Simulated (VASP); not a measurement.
Write the native input for VASP 6.6.1 that does the following.

```
Task                   : single point
Functional             : PBE
Potentials or basis    : VASP PAW PBE potentials, release 64 (Mg, H)
Cutoff                 : 520 eV
k mesh                 : 6 × 6 × 4
Occupations            : gaussian, width 0.1 eV
Spin                   : no spin polarisation
Dipole correction      : no
Further INCAR settings : ALGO = Normal; EDIFF = 1e-06; NBANDS = 12
```

The structure of Mg4H lies in POSCAR:

```
Mg4H
1.0
    2.2215647800     -2.7560247000      0.0000000000
    2.2215647800      2.7560247000      0.0000000000
    0.0000000000      0.0000000000      5.4608026800
Mg H
4 1
Direct
    0.0000000000      0.0000000000      0.7073582900
    0.0000000000      0.0000000000      0.2926417100
    0.7162022600      0.7162022600      0.0000000000
    0.2837977400      0.2837977400      0.0000000000
    0.5000000000      0.5000000000      0.5000000000
```

The cell was built from a structure type or drawn by symmetry, and may not be a known phase.

The input as run:

INCAR

```
ALGO = Normal
EDIFF = 1E-6
ENCUT = 520
GGA = PE
ISIF = 2
ISMEAR = 0
LASPH = True
LCHARG = False
LREAL = False
LWAVE = False
NBANDS = 12
NELM = 80
PREC = Accurate
SIGMA = 0.1
```

KPOINTS

```
k-points
0
Gamma
  6 6 4
```

Potentials or basis: VASP PAW PBE potentials, release 64 (Mg, H).

Run with:

```console
$ cat potpaw_PBE.64/Mg/POTCAR potpaw_PBE.64/H/POTCAR > POTCAR
$ mpirun -np 1 vasp_std > vasp.out
```

Results of the run:

| Item | Value |
| --- | --- |
| Pressure | 56.8 GPa |
| Largest force | 6.131 eV/Å |
| Band gap on the k mesh | zero (an odd number of electrons rules out a gap without spin polarisation) |

Caveat: atoms lie so close that the PAW spheres overlap strongly, which falsifies energies and pressures; the cell stands under pressure; forces of over 1 eV/Å act on the atoms, so gaps and moduli don't describe the material at rest.

Wall time 11 s on 1 thread of Intel(R) Xeon(R) 6975P-C (Granite Rapids), with other jobs on the host, peak memory 0.18 GiB.
